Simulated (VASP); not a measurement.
BAs: single point with r2SCAN

The system is BAs.

```xyz
2
Lattice="0.0000 2.4636 2.4636 2.4636 0.0000 2.4636 2.4636 2.4636 0.0000" Properties=species:S:1:pos:R:3 pbc="T T T"
B     0.0000    0.0000    0.0000
As    1.2318    1.2318    1.2318
```

This cell differs from its parent crystal: strain +3.0%.

```yaml
Program: VASP 6.6.1
Task: single point
Functional: r2SCAN
Potentials_or_basis: VASP PAW PBE potentials, release 64 (B, As_d)
Cutoff: 620 eV
k_mesh: 10 × 10 × 10
Occupations: fermi-dirac, width 0.02 eV
Spin: non-collinear spin, zero start, spin-orbit coupling
Starting_moments: "[[0.0, 0.0, 0.0], [0.0, 0.0, 0.0]] μB"
```

| Quantity | Value |
| --- | --- |
| Pressure | -10.3 GPa |
| Net moment | 0.00 μB per cell |
| Valence electrons inside the program's atomic spheres | B 1.72; As 13.70 |

Moments on the atoms (μB; x, y, z):
```
B   0.00 0.00 0.00
As  0.00 0.00 0.00
```

Run time: 6.9 min on 1 thread of Intel(R) Xeon(R) 6975P-C (Granite Rapids), on a shared host, peak memory 0.36 GiB.

Caveat: the cell differs from its parent crystal (strain +3.0%); the cell stands under tension; the PAW data sets were made with another functional, which shifts forces and pressure a little.
